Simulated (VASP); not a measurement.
Cd4Se3S: relaxation of cell and atoms with PBE

Crystal: Cd4Se3S.

```
CELL_PARAMETERS angstrom
6.12794 0.00000 0.00000
0.00000 6.12794 0.00000
0.00000 0.00000 6.12794
ATOMIC_POSITIONS crystal
Cd 0.75610 0.75610 0.24390
Cd 0.75610 0.24390 0.75610
Cd 0.24390 0.75610 0.75610
Cd 0.24390 0.24390 0.24390
Se 0.00000 0.50000 0.50000
Se 0.50000 0.00000 0.50000
Se 0.50000 0.50000 0.00000
S 0.00000 0.00000 0.00000
```

```json
{"Program": "VASP 6.6.1", "Task": "relaxation of cell and atoms", "Functional": "PBE", "Potentials or basis": "VASP PAW PBE potentials, release 64 (Cd, Se, S)", "Cutoff": "600 eV", "k mesh": "6 × 6 × 6", "Occupations": "gaussian, width 0.02 eV", "Spin": "no spin polarisation", "Dipole correction": "no", "Further INCAR settings": "ALGO = Normal; EDIFF = 1e-06; IBRION = 2; EDIFFG = -0.01; NSW = 100; ISIF = 3"}
```

| Quantity | Value |
| --- | --- |
| Relaxed volume | 28.90 Å³/atom |
| Relaxed cell | a = 6.137 Å, b = 6.137 Å, c = 6.137 Å, α = 90.00°, β = 90.00°, γ = 90.00° |
| Space group after relaxing (to 0.05 Å) | P-43m (No. 215) |
| Energy gained by relaxing | 0.1 meV/atom |
| Ionic steps | 3 |
| Pressure after relaxing | 0.0 GPa |
| Band gap on the k mesh | 0.59 eV, direct |

Forces in eV/Å, atoms in the order of the input:
```
Cd  -0.001 -0.001  0.001
Cd  -0.001  0.001 -0.001
Cd   0.001 -0.001 -0.001
Cd   0.001  0.001  0.001
Se   0.000  0.000  0.000
Se   0.000  0.000  0.000
Se   0.000  0.000  0.000
S    0.000  0.000  0.000
```

The path:
| step | energy change (eV) | largest force (eV/Å) | pressure (GPa) | volume (Å³) |
| --- | --- | --- | --- | --- |
| 1 | 0.0000 | 0.0016 | 0.22 | 230.11 |
| 2 | -0.0007 | 0.0027 | -0.06 | 231.46 |
| 3 | -0.0007 | 0.0025 | 0.01 | 231.17 |

Final structure:
```
CELL_PARAMETERS angstrom
6.13731 0.00000 0.00000
0.00000 6.13731 0.00000
0.00000 0.00000 6.13731
ATOMIC_POSITIONS crystal
Cd 0.75609 0.75609 0.24391
Cd 0.75609 0.24391 0.75609
Cd 0.24391 0.75609 0.75609
Cd 0.24391 0.24391 0.24391
Se 0.00000 0.50000 0.50000
Se 0.50000 0.00000 0.50000
Se 0.50000 0.50000 0.00000
S 0.00000 0.00000 0.00000
```

Levels at points of the mesh, in eV from the valence-band top:
| k point | band 33 | band 34 | band 35 | band 36 | band 37 | band 38 | band 39 | band 40 |
| --- | --- | --- | --- | --- | --- | --- | --- | --- |
| (0.00, 0.00, 0.00) | -1.61 | 0.00 | 0.00 | 0.00 | 0.59 | 3.22 | 3.22 | 3.53 |
| (0.50, 0.00, 0.00) | -1.05 | -1.05 | -0.81 | -0.81 | 3.15 | 3.22 | 4.34 | 4.41 |
| (0.50, 0.50, 0.00) | -0.84 | -0.84 | -0.63 | -0.52 | 3.64 | 3.66 | 3.73 | 3.73 |
| (0.50, 0.50, 0.50) | -0.59 | -0.59 | -0.51 | -0.51 | 2.30 | 2.49 | 2.49 | 2.49 |

It took 8.4 min on 1 thread of Intel(R) Xeon(R) Platinum 8259CL CPU @ 2.50GHz (Skylake/Cascade Lake) (shared host), peak memory 0.49 GiB.
